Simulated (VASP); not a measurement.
# Ba2SrRe (P-6m2) in VASP: a series of runs, part 2 of 2

VASP 6.6.1.

## 3. Single point, PBE

This run uses another cell than the first one, of 49.54 Å³/atom.

The input, INCAR:

```
SYSTEM = Ba2SrRe
ALGO     = Normal         ! electronic algorithm
EDIFF    = 1E-6           ! SCF threshold, eV
ENCUT    = 520            ! plane-wave cutoff, eV
GGA      = PE             ! functional
ISIF     = 2              ! what is computed and relaxed
ISMEAR   = 0              ! smearing method
LASPH    = .True.         ! aspherical terms in the spheres
LCHARG   = .False.        ! write CHGCAR
LREAL    = .False.        ! projectors in reciprocal space
LWAVE    = .False.        ! write WAVECAR
NBANDS   = 26             ! bands
NELM     = 60             ! most SCF steps
PREC     = Accurate       ! precision mode
SIGMA    = 0.1            ! smearing width, eV
```

The input, KPOINTS:

```
k-points
0
Gamma
  6 6 2
  0 0 0
```

The input, POSCAR:

```
Ba2SrRe
1.0
    4.2614702700      0.0000000000      0.0000000000
   -2.1307351300      3.6905415100      0.0000000000
    0.0000000000      0.0000000000     12.5998721800
Ba Sr Re
2 1 1
Direct
    0.3333333300      0.6666666700      0.2839068900
    0.3333333300      0.6666666700      0.7160931100
    0.0000000000      0.0000000000      0.0000000000
    0.0000000000      0.0000000000      0.5000000000
```

Potentials or basis: VASP PAW PBE potentials, release 64 (Ba_sv, Sr_sv, Re).

Started as:

```bash
$ cat potpaw_PBE.64/Ba_sv/POTCAR potpaw_PBE.64/Sr_sv/POTCAR potpaw_PBE.64/Re/POTCAR > POTCAR
$ mpirun -np 1 vasp_std > vasp.out
```

Wall time 71 s (1 thread of Intel Xeon 6975P-C (Granite Rapids), shared host); peak memory 0.35 GiB.

Results (log left out):

| Property | Result |
| --- | --- |
| Free energy | -12.3725 eV |
| Pressure | -3.5 GPa |
| Largest force | 1.593 eV/Å |
| Band gap on the k mesh | zero (an odd number of electrons rules out a gap without spin polarisation) |

Forces on the atoms (eV/Å):
```
Ba   0.000  0.000  1.593
Ba   0.000  0.000 -1.593
Sr   0.000  0.000  0.000
Re   0.000  0.000  0.000
```

Stress tensor (GPa, compression positive):
```
-2.82  0.00  0.00
 0.00 -2.82  0.00
 0.00  0.00 -5.00
```

Levels at points of the mesh, in eV from the Fermi level:
```tsv
k point	band 16	band 17	band 18	band 19	band 20	band 21	band 22	band 23
(0.00, 0.00, 0.00)	-1.13	-0.23	-0.23	-0.02	-0.02	0.54	0.84	2.03
(0.50, 0.00, 0.00)	-0.85	-0.24	-0.10	-0.02	0.41	0.55	0.57	0.86
(0.00, 0.00, 0.50)	-1.07	-0.23	-0.23	-0.02	-0.02	0.01	1.43	1.70
(0.50, 0.00, 0.50)	-0.59	-0.16	-0.10	-0.06	0.28	0.36	0.55	0.88
```

Caveat: the cell stands under tension; spin-orbit coupling is left out, which moves the levels of the heavy elements; forces of over 1 eV/Å act on the atoms, so gaps and moduli don't describe the material at rest.

## 4. Relaxation of cell and atoms, PBE

This run uses another cell than the first one, of 49.54 Å³/atom.

The input, INCAR:

```
  ALGO = Normal
  EDIFF = 1E-6
  EDIFFG = -0.04
  ENCUT = 600
  GGA = PE
  IBRION = 2
  ISIF = 3
  ISMEAR = 0
  LASPH = True
  LCHARG = False
  LREAL = False
  LWAVE = False
  NELM = 80
  NSW = 90
  PREC = Accurate
  SIGMA = 0.1
```

The input, KPOINTS:

```
k-points
0
Gamma
  6 6 2
```

POSCAR is that of step 3.

Started as:

```bash
$ cat potpaw_PBE.64/Ba_sv/POTCAR potpaw_PBE.64/Sr_sv/POTCAR potpaw_PBE.64/Re/POTCAR > POTCAR
$ mpirun -np 1 vasp_std > vasp.out
```

Run time: 10 min. Hardware: 1 thread of Intel Xeon 6975P-C (Granite Rapids), shared host; peak memory 0.47 GiB.

It converged, with:

- Free energy: -13.7405 eV
- Relaxed volume: 42.31 Å³/atom
- Relaxed cell: a = 4.004 Å, b = 4.004 Å, c = 12.188 Å, α = 90.00°, β = 90.00°, γ = 120.00°
- Space group after relaxing (to 0.1 Å): P-6m2 (No. 187)
- Energy gained by relaxing: 341.8 meV/atom
- Ionic steps: 11
- Pressure after relaxing: 0.1 GPa
- Largest force after relaxing: 0.030 eV/Å
- Band gap on the k mesh: zero (an odd number of electrons rules out a gap without spin polarisation)

Forces on the atoms (eV/Å):
```
Ba   0.000  0.000 -0.030
Ba   0.000  0.000  0.030
Sr   0.000  0.000  0.000
Re   0.000  0.000  0.000
```

Step by step:
```
step  energy change (eV)  largest force (eV/Å)  pressure (GPa)  volume (Å³)
   1              0.0000                1.5946           -3.52       198.16
   2             -0.8198                1.4834           -1.96       168.47
   3             -1.0429                0.8841            1.08       148.01
   4             -1.0443                0.9303            0.84       149.17
   5             -1.1540                0.6535            0.96       151.24
   6             -1.2906                0.0494            1.41       156.48
   7             -1.3427                0.2417           -0.55       171.40
   8             -1.3459                0.1816           -0.20       168.18
   9             -1.3564                0.1207           -0.14       168.51
  10             -1.3664                0.0165            0.02       169.03
  11             -1.3673                0.0296            0.10       169.25
```

Final structure:
```yaml
crystal:
  lattice:
    - [4.00426, 0.00000, 0.00000]
    - [-2.00213, 3.46779, 0.00000]
    - [0.00000, 0.00000, 12.18846]
  atoms:
    - { symbol: Ba, position: [0.33333, 0.66667, 0.32154] }
    - { symbol: Ba, position: [0.33333, 0.66667, 0.67846] }
    - { symbol: Sr, position: [0.00000, 0.00000, 0.00000] }
    - { symbol: Re, position: [0.00000, 0.00000, 0.50000] }
```

Levels at points of the mesh, in eV from the Fermi level:
| k point | band 16 | band 17 | band 18 | band 19 | band 20 | band 21 |
| --- | --- | --- | --- | --- | --- | --- |
| (0.00, 0.00, 0.00) | -1.45 | -0.68 | -0.68 | -0.51 | -0.51 | 0.53 |
| (0.50, 0.00, 0.00) | -0.78 | -0.34 | -0.09 | 0.17 | 0.54 | 0.61 |
| (0.00, 0.00, 0.50) | -0.93 | -0.68 | -0.68 | -0.51 | -0.51 | -0.08 |
| (0.50, 0.00, 0.50) | -0.53 | -0.34 | -0.16 | 0.21 | 0.41 | 0.54 |

Caveat: spin-orbit coupling is left out, which moves the levels of the heavy elements.

## 5. Single point, PBE, collinear spin

The input, INCAR:

```
SYSTEM = Ba2SrRe
PREC     = Accurate       ! precision mode
ENCUT    = 520            ! plane-wave cutoff, eV
EDIFF    = 1E-6           ! SCF threshold, eV
ISMEAR   = 0              ! smearing method
SIGMA    = 0.1            ! smearing width, eV
LREAL    = .FALSE.        ! projectors in reciprocal space
LASPH    = .TRUE.         ! aspherical terms in the spheres
NELM     = 150            ! most SCF steps
ALGO     = Normal         ! electronic algorithm
ISIF     = 2              ! what is computed and relaxed
LWAVE    = .FALSE.        ! write WAVECAR
LCHARG   = .TRUE.         ! write CHGCAR
ISPIN    = 2              ! spin polarisation
MAGMOM   = 0 0 0 1        ! initial moments
LORBIT   = 11             ! projections on sites
LMAXMIX  = 4              ! l up to which the mixer works
GGA      = PE             ! functional
LELF     = .TRUE.         ! ELF
LVHAR    = .TRUE.       
NBANDS   = 30             ! bands
```

The input, KPOINTS:

```
Automatic mesh
0
G
  6 6 2
  0 0 0
```

The input, POSCAR:

```
Ba2SrRe
1.0
    4.0174509325      0.0000000000      0.0000000000
   -2.0087254663      3.4792145660      0.0000000000
    0.0000000000      0.0000000000     12.0001137137
Ba Sr Re
2 1 1
Direct
    0.3333333333      0.6666666667      0.3225258172
    0.3333333333      0.6666666667      0.6774741828
    0.0000000000      0.0000000000      0.0000000000
    0.0000000000      0.0000000000      0.5000000000
```

Started as:

```bash
$ cat potpaw_PBE.64/Ba_sv/POTCAR potpaw_PBE.64/Sr_sv/POTCAR potpaw_PBE.64/Re/POTCAR > POTCAR
$ mpirun -np 1 vasp_std > vasp.out
```

Wall time 3.2 min (1 thread of Intel Xeon 6975P-C (Granite Rapids), shared host); peak memory 0.4 GiB.

The run converged. Its results:

```
Free energy                                           : -13.7334 eV
Pressure                                              : 0.4 GPa
Largest force                                         : 0.127 eV/Å
Net moment                                            : 0.36 μB per cell
Site moments                                          : Ba -0.00; Sr -0.00; Re +0.36 μB
Valence electrons inside the program's atomic spheres : Ba 8.11; Sr 7.92; Re 5.58
```

Forces in eV/Å, atoms in the order of the input:
```
Ba   0.000  0.000 -0.127
Ba   0.000  0.000  0.127
Sr   0.000  0.000  0.000
Re   0.000  0.000  0.000
```

Stress tensor (GPa, compression positive):
```
0.35 0.00 0.00
0.00 0.35 0.00
0.00 0.00 0.55
```

Levels at points of the mesh, in eV from the Fermi level:
Spin up:
| k point | band 16 | band 17 | band 18 | band 19 | band 20 | band 21 |
| --- | --- | --- | --- | --- | --- | --- |
| (0.00, 0.00, 0.00) | -1.40 | -0.80 | -0.80 | -0.62 | -0.62 | 0.61 |
| (0.50, 0.00, 0.00) | -0.80 | -0.40 | -0.08 | 0.18 | 0.41 | 0.55 |
| (0.00, 0.00, 0.50) | -0.88 | -0.80 | -0.80 | -0.62 | -0.62 | -0.02 |
| (0.50, 0.00, 0.50) | -0.54 | -0.40 | -0.14 | 0.23 | 0.38 | 0.41 |
Spin down:
```tsv
k point	band 14	band 15	band 16	band 17	band 18	band 19	band 20	band 21	band 22	band 23
(0.00, 0.00, 0.00)	-2.52	-1.63	-1.41	-0.54	-0.54	-0.46	-0.46	0.59	0.86	2.46
(0.50, 0.00, 0.00)	-1.61	-0.91	-0.79	-0.24	-0.07	0.21	0.64	0.70	0.92	1.08
(0.00, 0.00, 0.50)	-3.05	-1.63	-0.89	-0.54	-0.54	-0.46	-0.46	-0.01	1.33	2.53
(0.50, 0.00, 0.50)	-1.61	-1.06	-0.53	-0.24	-0.11	0.23	0.45	0.70	0.91	1.07
```

Caveat: spin-orbit coupling is left out, which moves the levels of the heavy elements.

## 6. The runs side by side

```csv
task,spin,cell,cutoff (eV),gap on the mesh (eV),pressure (GPa),largest force (eV/Å)
single point,off,"a = 4.017, b = 4.017, c = 12.000 Å, angles 90.0, 90.0, 120.0°, 4 atoms, atomic positions A",520,none,0.5,0.17
single point,off,"a = 4.261, b = 4.261, c = 12.600 Å, angles 90.0, 90.0, 120.0°, 4 atoms, atomic positions B",520,none,-3.5,1.59
relaxation of cell and atoms,off,"relaxed from a = 4.261, b = 4.261, c = 12.600 Å, angles 90.0, 90.0, 120.0°, 4 atoms, atomic positions B",600,none,0.1,0.03
single point,collinear,"a = 4.017, b = 4.017, c = 12.000 Å, angles 90.0, 90.0, 120.0°, 4 atoms, atomic positions A",520,none,0.4,0.13
```

Alike in all rows: level PBE; potentials or basis VASP PAW PBE potentials, release 64 (Ba_sv, Sr_sv, Re); k mesh 6 × 6 × 2; smearing gaussian 0.1 eV.

Caveats: spin-orbit coupling is left out, which moves the levels of the heavy elements; the cell stands under tension (at least some runs); forces of over 1 eV/Å act on the atoms, so gaps and moduli don't describe the material at rest (at least some runs).

Absolute energies hang on the potentials; compare differences alone.
